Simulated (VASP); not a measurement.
# Ta (P6_3/mmc) in VASP: further runs, part 2 of 2

VASP 6.6.1.

## Step 4: Single point, PBE

This run uses another cell than the first one, of 19.19 Å³/atom, 1.063 times its volume.

Contents of INCAR:

```
SYSTEM = Ta
PREC = Accurate
ENCUT = 520
EDIFF = 1E-7
ISMEAR = -1
SIGMA = 0.05
LREAL = .FALSE.
LASPH = .TRUE.
NELM = 80
ALGO = Normal
ISIF = 2
LWAVE = .FALSE.
LCHARG = .FALSE.
GGA = PE
NBANDS = 18
```

Contents of KPOINTS:

```
regular mesh
0
G
  11 11 5
  0 0 0
```

Contents of POSCAR:

```
Ta
1.0
    2.9195803945      0.0000000000      0.0000000000
   -1.4597901972      2.5284307900      0.0000000000
    0.0000000000      0.0000000000      5.2004887322
Ta
2
Direct
    0.3333333333      0.6666666667      0.2500000000
    0.6666666667      0.3333333333      0.7500000000
```

Potentials or basis: VASP PAW PBE potentials, release 64 (Ta_pv).

Started as:

```
$ cat potpaw_PBE.64/Ta_pv/POTCAR > POTCAR
$ mpirun -np 1 vasp_std > vasp.out
```

OUTCAR:

```text
SYSTEM = Ta
   PREC = Accurate
   ENCUT = 520
   EDIFF = 1E-7
   ISMEAR = -1
   LREAL = .FALSE.
   LASPH = .TRUE.
   NELM = 80
   ISIF = 2
   GGA = PE

 ion  position               nearest neighbor table
   1  0.333  0.667  0.250-   2 3.10   2 3.10   2 3.10   2 3.10   2 3.10   2 3.10
   2  0.667  0.333  0.750-   1 3.10   1 3.10   1 3.10   1 3.10   1 3.10   1 3.10

  LATTYP: Found a hexagonal cell.
 ALAT       =     2.9195803945
 C/A-ratio  =     1.7812452577

  Lattice vectors:

 A1 = (   2.9195803945,   0.0000000000,   0.0000000000)
 A2 = (  -1.4597901972,   2.5284307900,   0.0000000000)
 A3 = (   0.0000000000,   0.0000000000,   5.2004887322)

Analysis of symmetry for initial positions (statically):
=====================================================================
 Subroutine PRICEL returns:
 Original cell was already a primitive cell.

 Routine SETGRP: Setting up the symmetry group for a
 hexagonal supercell.

 Subroutine GETGRP returns: Found 24 space group operations
 (whereof 12 operations were pure point group operations)
 out of a pool of 24 trial point group operations.

The static configuration has the point symmetry D_3d.
 The point group associated with its full space group is D_6h.

Analysis of symmetry for dynamics (positions and initial velocities):
=====================================================================
 Subroutine PRICEL returns:
 Original cell was already a primitive cell.

 Routine SETGRP: Setting up the symmetry group for a
 hexagonal supercell.

 Subroutine GETGRP returns: Found 24 space group operations
 (whereof 12 operations were pure point group operations)
 out of a pool of 24 trial point group operations.

The dynamic configuration has the point symmetry D_3d.
 The point group associated with its full space group is D_6h.

 Subroutine INISYM returns: Found 24 space group operations
 (whereof 12 operations are pure point group operations),
 and found     1 'primitive' translations

----------------------------------------------------------------------------------------

                                     Primitive cell

  volume of cell :      38.3898

  direct lattice vectors                    reciprocal lattice vectors
     2.919580395  0.000000000  0.000000000     0.342514973  0.197751112  0.000000000
    -1.459790197  2.528430790  0.000000000     0.000000000  0.395502224  0.000000000
     0.000000000  0.000000000  5.200488732     0.000000000  0.000000000  0.192289620

  length of vectors
     2.919580395  2.919580394  5.200488732     0.395502224  0.395502224  0.192289620

  position of ions in fractional coordinates (direct lattice)
     0.333333333  0.666666667  0.250000000
     0.666666667  0.333333333  0.750000000

  ion indices of the primitive-cell ions
   primitive index   ion index
                 1           1
                 2           2

----------------------------------------------------------------------------------------

 KPOINTS: regular mesh

Automatic generation of k-mesh.
 Grid dimensions read from file:
 generate k-points for:   11   11    5

 Generating k-lattice:

  Cartesian coordinates                     Fractional coordinates (reciprocal lattice)
     0.031137725  0.017977374  0.000000000     0.090909091  0.000000000  0.000000000
     0.000000000  0.035954748  0.000000000     0.000000000  0.090909091  0.000000000
     0.000000000  0.000000000  0.038457924     0.000000000  0.000000000  0.200000000

  Length of vectors
     0.035954748  0.035954748  0.038457924

  Shift w.r.t. Gamma in fractional coordinates (k-lattice)
     0.000000000  0.000000000  0.000000000

 Subroutine IBZKPT returns following result:
 ===========================================

 Found     48 irreducible k-points:

 Following reciprocal coordinates:
            Coordinates               Weight
  0.000000  0.000000  0.000000      1.000000
  0.090909  0.000000  0.000000      6.000000
  0.181818  0.000000  0.000000      6.000000
  0.272727  0.000000  0.000000      6.000000
  0.363636  0.000000  0.000000      6.000000
  0.454545 -0.000000  0.000000      6.000000
[... 16 lines left out ...]
  0.090909  0.090909  0.200000     12.000000
  0.181818  0.090909  0.200000     24.000000
 [... further k-points ...]
   k-points           NKPTS =     48   k-points in BZ     NKDIM =     48   number of bands    NBANDS=     18
   number of dos      NEDOS =    301   number of ions     NIONS =      2
   total plane-waves  NPLWV =  23040
   dimension x,y,z NGX =    24 NGY =   24 NGZ =   40
   dimension x,y,z NGXF=    48 NGYF=   48 NGZF=   80
   ions per type =               2
   NGX,Y,Z   is equivalent  to a cutoff of  13.67, 13.67, 12.79 a.u.
   NGXF,Y,Z  is equivalent  to a cutoff of  27.33, 27.33, 25.57 a.u.
 SYSTEM =  Ta
   PREC   = accura    normal or accurate (medium, high low for compatibility)
   ISTART =      0    job   : 0-new  1-cont  2-samecut
   ICHARG =      2    charge: 1-file 2-atom 10-const
   ISPIN  =      1    spin polarized calculation?
   LNONCOLLINEAR =      F non collinear calculations
   LSORBIT =      F    spin-orbit coupling
   LASPH  =      T    aspherical Exc in radial PAW
   ENCUT  =  520.0 eV  38.22 Ry    6.18 a.u.   5.43  5.43  9.67*2*pi/ulx,y,z
   NELM   =     80;   NELMIN=  2; NELMDL= -5     # of ELM steps
   EDIFF  = 0.1E-06   stopping-criterion for ELM
   LREAL  =      F    real-space projection
   EDIFFG = 0.1E-05   stopping-criterion for IOM
   NSW    =      0    number of steps for IOM
   IBRION =     -1    ionic relax: 0-MD 1-quasi-New 2-CG
   NFREE  =      0    steps in history (QN), initial steepest desc. (CG)
   ISIF   =      2    stress and relaxation
   ISYM   =      2    0-nonsym 1-usesym 2-fastsym
   POTIM  = 0.5000    time-step for ionic-motion
   TEBEG  =    0.0;   TEEND  =   0.0 temperature during run
   PSTRESS=    0.0 pullay stress
   NELECT =      22.0000    total number of electrons
   NUPDOWN=      -1.0000    fix difference up-down
   EMIN   =  10.00;   EMAX   =-10.00  energy-range for DOS
   EFERMI =   0.00;   METHOD = LEGACY
   ISMEAR =    -1;   SIGMA  =   0.05  broadening in eV -4-tet -1-fermi 0-gaus
   EFERMI_NEDOS =   21; number of points for ismear=-14 and -15
   IALGO  =     38    algorithm
   IMIX   =      4    mixing-type and parameters
     AMIX     =   0.40;   BMIX     =  1.00
     AMIX_MAG =   1.60;   BMIX_MAG =  1.00
  volume/ion in A,a.u.               =      19.19       129.53
  Fermi-wavevector in a.u.,A,eV,Ry     =   1.359807  2.569662 25.158182  1.849074
  Thomas-Fermi vector in A             =   2.486523
   LORBIT       =      0    0 simple, 1 ext, 2 COOP (PROOUT), +10 PAW based schemes
   GGA     = PE    functional components
   LHFCALC =     F    Hartree Fock is set to
   AEXX    =    0.0000 exact exchange contribution
   IVDW    =     0    specifies the selected vdW correction
   LEPSILON=     F    determine dielectric tensor
   LRPA    =     F    only Hartree local field effects (RPA)
 non-spin polarized calculation
  energy-cutoff  :      520.00
  volume of cell :       38.39
 maximum number of plane-waves:      1058
 NGX is ok and might be reduce to    24
   NGX = 11   NGY = 11   NGZ = 19

 number of electron      22.0000003 magnetization

 Free energy of the ion-electron system (eV)
  ---------------------------------------------------
  ext. energy  EPLUGINS =         0.00000000
  ---------------------------------------------------
  free energy    TOTEN  =       -23.07612732 eV

  energy without entropy =      -23.05614078  energy(sigma->0) =      -23.06613405

 E-fermi :   5.4247     XC(G=0): -12.2818

 val. band max:        5.4196285300   @ k =   0.1818   0.0000   0.0000
 cond. band min:       5.4323627491   @ k =   0.3636   0.0000   0.0000
 fundamental gap:      0.0127342191
 Fermi energy:         5.4246806546

 k-point     1 :       0.0000    0.0000    0.0000
  band No.  band energies     occupation
      1     -29.1656      2.00000
      2     -28.4117      2.00000
      3     -28.2945      2.00000
      4     -28.2945      2.00000
      5     -28.2181      2.00000
      6     -28.2181      2.00000
[... 10 lines left out ...]
     17      10.4093      0.00000
     18      10.4093      0.00000
[... 463 lines left out ...]
 k-point    24 :       0.1818    0.0909    0.2000
  band No.  band energies     occupation
      1     -28.9806      2.00000
      2     -28.7202      2.00000
      3     -28.6867      2.00000
      4     -28.4740      2.00000
      5     -28.4071      2.00000
      6     -28.3405      2.00000
[... 10 lines left out ...]
     17      10.3186      0.00000
     18      11.9081      0.00000

 [... further k-points ...]

------------------------ aborting loop because EDIFF is reached ----------------------------------------

  FORCE on cell =-STRESS in cart. coord.  units (eV):
  Direction    XX          YY          ZZ          XY          YZ          ZX
  --------------------------------------------------------------------------------------
  -------------------------------------------------------------------------------------
  Total       -1.1788042     -1.1788042     -0.8698367     -0.0000000      0.0000000     -0.0000000
  in kB      -49.1967715    -49.1967715    -36.3021731     -0.0000000      0.0000000     -0.0000000
  external PRESSURE =     -44.8985720 kB  Pullay stress =       0.0000000 kB

 VOLUME and BASIS-vectors are now :
 -----------------------------------------------------------------------------
  energy-cutoff  :      520.00
  volume of cell :       38.39
      direct lattice vectors                 reciprocal lattice vectors
     2.919580395  0.000000000  0.000000000     0.342514973  0.197751112  0.000000000
    -1.459790197  2.528430790  0.000000000     0.000000000  0.395502224  0.000000000
     0.000000000  0.000000000  5.200488732     0.000000000  0.000000000  0.192289620

 POSITION                                       TOTAL-FORCE (eV/Angst)
 -----------------------------------------------------------------------------------
     -0.00000      1.68562      1.30012        -0.000000      0.000000      0.000000
      1.45979      0.84281      3.90037         0.000000     -0.000000      0.000000
 -----------------------------------------------------------------------------------
    total drift:                                0.000000     -0.000000      0.000000

  FREE ENERGIE OF THE ION-ELECTRON SYSTEM (eV)
  ---------------------------------------------------
  free  energy   TOTEN  =       -23.0761273188 eV

  energy  without entropy=      -23.0561407838  energy(sigma->0) =      -23.06613405
```

OSZICAR:

```text
N       E                     dE             d eps       ncg     rms          rms(c)
DAV:   1     0.171316509394E+03    0.17132E+03   -0.12739E+04  1744   0.125E+03
DAV:   2    -0.194944779705E+02   -0.19081E+03   -0.18757E+03  2112   0.356E+02
DAV:   3    -0.239974159003E+02   -0.45029E+01   -0.44477E+01  2082   0.511E+01
DAV:   4    -0.240305850657E+02   -0.33169E-01   -0.33107E-01  1958   0.468E+00
DAV:   5    -0.240308363210E+02   -0.25126E-03   -0.25123E-03  1972   0.389E-01    0.170E+01
DAV:   6    -0.233016204309E+02    0.72922E+00   -0.80873E-01  1906   0.780E+00    0.814E+00
DAV:   7    -0.230787170813E+02    0.22290E+00   -0.68455E-01  1980   0.679E+00    0.521E-01
DAV:   8    -0.230761563104E+02    0.25608E-02   -0.99451E-03  1908   0.859E-01    0.142E-01
DAV:   9    -0.230761417324E+02    0.14578E-04   -0.31787E-04  2008   0.149E-01    0.531E-02
DAV:  10    -0.230761291803E+02    0.12552E-04   -0.30607E-05  2120   0.408E-02    0.538E-03
DAV:  11    -0.230761281543E+02    0.10260E-05   -0.28693E-06  1916   0.120E-02    0.424E-03
DAV:  12    -0.230761272553E+02    0.89902E-06   -0.19169E-07  1458   0.441E-03    0.639E-04
DAV:  13    -0.230761273188E+02   -0.63552E-07   -0.78466E-09   892   0.746E-04
   1 F= -.23076127E+02 E0= -.23066134E+02  d E =-.199865E-01
```

It took 11 s on 1 thread of Intel Xeon 6975P-C (Granite Rapids), shared host; peak memory 0.17 GiB.

Results:

- Free energy: -23.0761 eV
- Pressure: -4.5 GPa
- Band gap on the k mesh: zero (band 11 reaches 6.27 eV, above the bottom of band 12 at 4.87 eV)

Levels at points of the mesh, in eV from the Fermi level:
| k point | band 7 | band 8 | band 9 | band 10 | band 11 | band 12 | band 13 | band 14 | band 15 | band 16 |
| --- | --- | --- | --- | --- | --- | --- | --- | --- | --- | --- |
| (0.00, 0.00, 0.00) | -8.11 | -4.84 | -0.55 | -0.20 | 0.59 | 0.59 | 1.13 | 1.13 | 2.89 | 2.89 |

Caveat: spin-orbit coupling is left out, which moves the levels of the heavy elements.

## Step 5: Single point, PBE

This run uses another cell than the first one, of 19.57 Å³/atom, 1.083 times its volume.

Contents of INCAR:

```
PREC     = Accurate       # precision mode
ENCUT    = 520            # plane-wave cutoff, eV
EDIFF    = 1E-7           # SCF threshold, eV
ISMEAR   = -1             # smearing method
SIGMA    = 0.05           # smearing width, eV
LREAL    = F              # projectors in reciprocal space
LASPH    = T              # aspherical terms in the spheres
NELM     = 60             # most SCF steps
ALGO     = Normal         # electronic algorithm
ISIF     = 2              # what is computed and relaxed
LWAVE    = F              # write WAVECAR
LCHARG   = F              # write CHGCAR
GGA      = PE             # functional
NBANDS   = 18             # bands
```

Contents of KPOINTS:

```
regular mesh
0
Gamma
  11 11 5
```

Contents of POSCAR:

```
Ta
1.0
    2.9385392399      0.0000000000      0.0000000000
   -1.4692696200      2.5448496318      0.0000000000
    0.0000000000      0.0000000000      5.2342590858
Ta
2
Direct
    0.3333333333      0.6666666667      0.2500000000
    0.6666666667      0.3333333333      0.7500000000
```

Potentials or basis: VASP PAW PBE potentials, release 64 (Ta_pv).

Started as:

```
$ cat potpaw_PBE.64/Ta_pv/POTCAR > POTCAR
$ mpirun -np 1 vasp_std > vasp.out
```

OUTCAR:

```text
PREC = Accurate
   ENCUT = 520
   EDIFF = 1E-7
   ISMEAR = -1
   LREAL = F
   LASPH = T
   NELM = 60
   ISIF = 2
   GGA = PE

 ion  position               nearest neighbor table
   1  0.333  0.667  0.250-   2 3.12   2 3.12   2 3.12   2 3.12   2 3.12   2 3.12
   2  0.667  0.333  0.750-   1 3.12   1 3.12   1 3.12   1 3.12   1 3.12   1 3.12

  LATTYP: Found a hexagonal cell.
 ALAT       =     2.9385392399
 C/A-ratio  =     1.7812452578

  Lattice vectors:

 A1 = (   2.9385392399,   0.0000000000,   0.0000000000)
 A2 = (  -1.4692696200,   2.5448496318,   0.0000000000)
 A3 = (   0.0000000000,   0.0000000000,   5.2342590858)

Analysis of symmetry for initial positions (statically):
=====================================================================
 Subroutine PRICEL returns:
 Original cell was already a primitive cell.

 Routine SETGRP: Setting up the symmetry group for a
 hexagonal supercell.

 Subroutine GETGRP returns: Found 24 space group operations
 (whereof 12 operations were pure point group operations)
 out of a pool of 24 trial point group operations.

The static configuration has the point symmetry D_3d.
[... 161 lines left out ...]
  energy without entropy =      -23.02669840  energy(sigma->0) =      -23.03711019

 E-fermi :   5.2663     XC(G=0): -12.1849

 val. band max:        5.2521366301   @ k =   0.2727   0.2727   0.0000
 cond. band min:       5.2752295724   @ k =   0.2727   0.0909   0.4000
 fundamental gap:      0.0230929423
 Fermi energy:         5.2662835577

 k-point     1 :       0.0000    0.0000    0.0000
  band No.  band energies     occupation
      1     -29.3348      2.00000
      2     -28.6314      2.00000
      3     -28.5160      2.00000
      4     -28.5160      2.00000
      5     -28.4443      2.00000
      6     -28.4443      2.00000
[... 481 lines left out ...]
      5     -28.6221      2.00000
      6     -28.5593      2.00000
[... 10 lines left out ...]
     17      10.0490      0.00000
     18      11.5862      0.00000

 [... further k-points ...]

------------------------ aborting loop because EDIFF is reached ----------------------------------------

  FORCE on cell =-STRESS in cart. coord.  units (eV):
  Direction    XX          YY          ZZ          XY          YZ          ZX
  --------------------------------------------------------------------------------------
  -------------------------------------------------------------------------------------
  Total       -2.0129097     -2.0129097     -1.6348566      0.0000000     -0.0000000      0.0000000
  in kB      -82.3921896    -82.3921896    -66.9177628      0.0000000     -0.0000000      0.0000000
  external PRESSURE =     -77.2340474 kB  Pullay stress =       0.0000000 kB

 VOLUME and BASIS-vectors are now :
 -----------------------------------------------------------------------------
  energy-cutoff  :      520.00
  volume of cell :       39.14
      direct lattice vectors                 reciprocal lattice vectors
     2.938539240  0.000000000  0.000000000     0.340305137  0.196475263  0.000000000
    -1.469269620  2.544849632  0.000000000     0.000000000  0.392950525  0.000000000
     0.000000000  0.000000000  5.234259086     0.000000000  0.000000000  0.191049007

 POSITION                                       TOTAL-FORCE (eV/Angst)
 -----------------------------------------------------------------------------------
     -0.00000      1.69657      1.30856        -0.000000     -0.000000      0.000000
      1.46927      0.84828      3.92569         0.000000      0.000000      0.000000
 -----------------------------------------------------------------------------------
    total drift:                               -0.000000      0.000000     -0.000000

  FREE ENERGIE OF THE ION-ELECTRON SYSTEM (eV)
  ---------------------------------------------------
  free  energy   TOTEN  =       -23.0475219733 eV

  energy  without entropy=      -23.0266984048  energy(sigma->0) =      -23.03711019
```

Run time: 11 s. Hardware: 1 thread of Intel Xeon 6975P-C (Granite Rapids), shared host; peak memory 0.17 GiB.

Results:

```yaml
Free_energy: -23.0475 eV
Pressure: -7.7 GPa
Band_gap_on_the_k_mesh: zero (band 11 reaches 6.07 eV, above the bottom of band 12 at 4.70 eV)
```

Stress tensor (GPa, compression positive):
```
-8.24  0.00  0.00
 0.00 -8.24  0.00
 0.00  0.00 -6.69
```

Levels at points of the mesh, in eV from the Fermi level:
```tsv
k point	band 7	band 8	band 9	band 10	band 11	band 12	band 13	band 14	band 15	band 16
(0.00, 0.00, 0.00)	-8.02	-4.77	-0.52	-0.24	0.59	0.59	1.12	1.12	2.84	2.84
```

Caveat: spin-orbit coupling is left out, which moves the levels of the heavy elements.

## Step 6: The runs side by side

| cell | gap on the mesh (eV) | pressure (GPa) |
| --- | --- | --- |
| a = 2.861, b = 2.861, c = 5.096 Å, angles 90.0, 90.0, 120.0°, 2 atoms | none | 7.4 |
| a = 2.881, b = 2.881, c = 5.132 Å, angles 90.0, 90.0, 120.0°, 2 atoms | none | 3.0 |
| a = 2.920, b = 2.920, c = 5.200 Å, angles 90.0, 90.0, 120.0°, 2 atoms | none | -4.5 |
| a = 2.939, b = 2.939, c = 5.234 Å, angles 90.0, 90.0, 120.0°, 2 atoms | none | -7.7 |

Alike in all rows: task single point; level PBE; potentials or basis VASP PAW PBE potentials, release 64 (Ta_pv); no spin polarisation; k mesh 11 × 11 × 5; cutoff (eV) 520; smearing fermi-dirac 0.05 eV.

Caveats: spin-orbit coupling is left out, which moves the levels of the heavy elements.

Total energies depend on the potentials used, so only differences within one code and one set of settings carry meaning.
